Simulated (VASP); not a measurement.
Write the native input for VASP 6.6.1 that does the following.

* Task: single point
* Functional: LDA
* Potentials or basis: VASP PAW PBE potentials, release 64 (Yb, Mg, Bi_d)
* Cutoff: 520 eV
* k mesh: 7 × 7 × 4
* Occupations: fermi-dirac, width 0.1 eV
* Spin: no spin polarisation
* Dipole correction: no
* Further INCAR settings: ALGO = Normal; EDIFF = 1e-06; NBANDS = 37

The structure of YbMg2Bi2 lies in POSCAR:

```
YbMg2Bi2
1.0
    4.8032859030      0.0000000000      0.0000000000
   -2.4016429515      4.1597647137      0.0000000000
    0.0000000000      0.0000000000      7.7706550668
Yb Mg Bi
1 2 2
Direct
    0.0000000000      0.0000000000      0.0000000000
    0.6666666667      0.3333333333      0.6308000000
    0.3333333333      0.6666666667      0.3692000000
    0.6666666667      0.3333333333      0.2411900000
    0.3333333333      0.6666666667      0.7588100000
```

The input as run:

INCAR

```
SYSTEM = YbMg2Bi2
PREC = Accurate
ENCUT = 520
EDIFF = 1E-6
ISMEAR = -1
SIGMA = 0.1
LREAL = .FALSE.
LASPH = .TRUE.
NELM = 80
ALGO = Normal
ISIF = 2
LWAVE = .FALSE.
LCHARG = .FALSE.
GGA = CA
NBANDS = 37
```

KPOINTS

```
Automatic mesh
0
G
  7 7 4
  0 0 0
```

Potentials or basis: VASP PAW PBE potentials, release 64 (Yb, Mg, Bi_d).

The run is started by

```sh
$ cat potpaw_PBE.64/Yb/POTCAR potpaw_PBE.64/Mg/POTCAR potpaw_PBE.64/Bi_d/POTCAR > POTCAR
$ mpirun -np 1 vasp_std > vasp.out
```

It gave:

| Quantity | Value |
| --- | --- |
| Pressure | -3.7 GPa |
| Largest force | 0.111 eV/Å |

Caveat: the PAW data sets were made with another functional, which shifts forces and pressure a little.

It took 8.3 min on 1 thread of Intel(R) Xeon(R) Platinum 8259CL CPU @ 2.50GHz (Skylake/Cascade Lake) (shared host), peak memory 0.34 GiB.
